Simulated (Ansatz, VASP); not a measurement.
**Ta3WN2: VASP beside Ansatz**

```xyz
6
Lattice="6.3824 0.0000 0.0000 -3.1912 5.5273 0.0000 0.0000 0.0000 5.3703" Properties=species:S:1:pos:R:3 pbc="T T T"
Ta    0.0000    3.6849    2.6852
Ta    3.1912    1.8424    2.6852
Ta    0.0000    0.0000    2.6852
W     0.0000    0.0000    0.0000
N     0.0000    3.6849    0.0000
N     3.1912    1.8424    0.0000
```

Alike in both runs: task relaxation of cell and atoms; functional PBE; k mesh 3 × 3 × 4; occupations gaussian, width 0.1 eV; no spin polarisation.

|  | VASP | Ansatz |
| --- | --- | --- |
| version | VASP 6.6.1 | Ansatz 0.2.0 |
| potentials or method | VASP PAW PBE potentials, release 64 (Ta_pv, W_sv, N), cutoff 600 eV | scalar-relativistic, plane waves, PAW |
| valence electrons in the cell | 57 | 63 |

|  | VASP | Ansatz | Ansatz less VASP |
| --- | --- | --- | --- |
| gap on the k mesh at the Fermi level, each at its own relaxed structure (eV) | none | none | - |
| relaxed volume (Å³/atom) | 15.50 | 15.47 | -0.026 |
| relaxed cell length with the largest relative difference (Å) | 4.522 | 4.497 | -0.0243 |

A gap of «none» marks a metal or a gap that the smearing closes. VASP's potentials hold 57 valence electrons a cell and Ansatz's 63, so a difference there can come from the potentials and not from the codes.

The k mesh is coarse, so the values compare programs but aren't converged. Neither program's run includes spin-orbit coupling. Noted on VASP's run: the volume moved by over 15 % at a fixed basis, so the end points are rough.
